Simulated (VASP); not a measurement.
The system is Be2SbCl.

```
Be Sb Cl
1.0
     2.56531   -2.96038    0.00000
     2.56531    2.96038    0.00000
     0.00000    0.00000    5.54571
Be Sb Cl
2 1 1
Direct
  0.50000 0.50000 0.66939
  0.50000 0.50000 0.33061
  0.50000 0.50000 0.00000
  0.00000 0.00000 0.50000
```

The cell was built from a structure type or drawn by symmetry, and may not be a known phase.

* Program: VASP 6.6.1
* Task: relaxation of cell and atoms
* Functional: PBE
* Potentials or basis: VASP PAW PBE potentials, release 64 (Be, Sb, Cl)
* Cutoff: 600 eV
* k mesh: 4 × 4 × 4
* Occupations: gaussian, width 0.1 eV
* Spin: no spin polarisation

At the start: pressure 21.1 GPa; volume 21.06 Å³/atom.

**Question.** How do energy, volume and symmetry change on relaxing?

**Answer.** Over 16 steps the energy falls by 1029.9 meV/atom and the volume is 20.29 Å³/atom (-3.6 %); space group Cmmm (No. 65, to 0.1 Å) before and after.

Step by step:
```
step  energy change (eV)  largest force (eV/Å)  pressure (GPa)  volume (Å³)
   1              0.0000                7.6856           21.14        84.23
   2             -1.1471                5.5776           -2.35       114.94
   3             -1.7505                5.2464           -2.86       110.86
   4             -2.2850                4.9474           -3.06       107.13
   5             -3.2599                4.1985           -0.94        96.10
   6             -3.7397                0.3004           -5.83        97.31
   7             -3.8466                0.4616           -4.89        97.02
   8             -3.8468                0.5258           -4.81        97.00
   9             -4.0456                0.0021           -2.29        89.07
  10             -4.0745                0.2447           -0.72        85.47
  11             -4.0749                0.2772           -0.51        85.04
  12             -4.1039                0.1271           -0.26        82.94
  13             -4.1065                0.0738           -0.13        82.15
  14             -4.1113                0.0123            0.01        81.75
  15             -4.1162                0.1185            0.31        80.94
  16             -4.1195                0.0319           -0.04        81.17
```

Final structure:
```
CELL_PARAMETERS angstrom
2.32278 -2.62247 0.00000
2.32278 2.62247 0.00000
0.00000 0.00000 6.66237
ATOMIC_POSITIONS crystal
Be 0.50000 0.50000 0.65192
Be 0.50000 0.50000 0.34808
Sb 0.50000 0.50000 0.00000
Cl 0.00000 0.00000 0.50000
```

Caveat: the k points lie up to 0.45 Å⁻¹ apart in the final cell, too coarse for converged energies and pressures of a metal; a cell axis changed by over 15 % at a fixed basis, so the end point is rough.
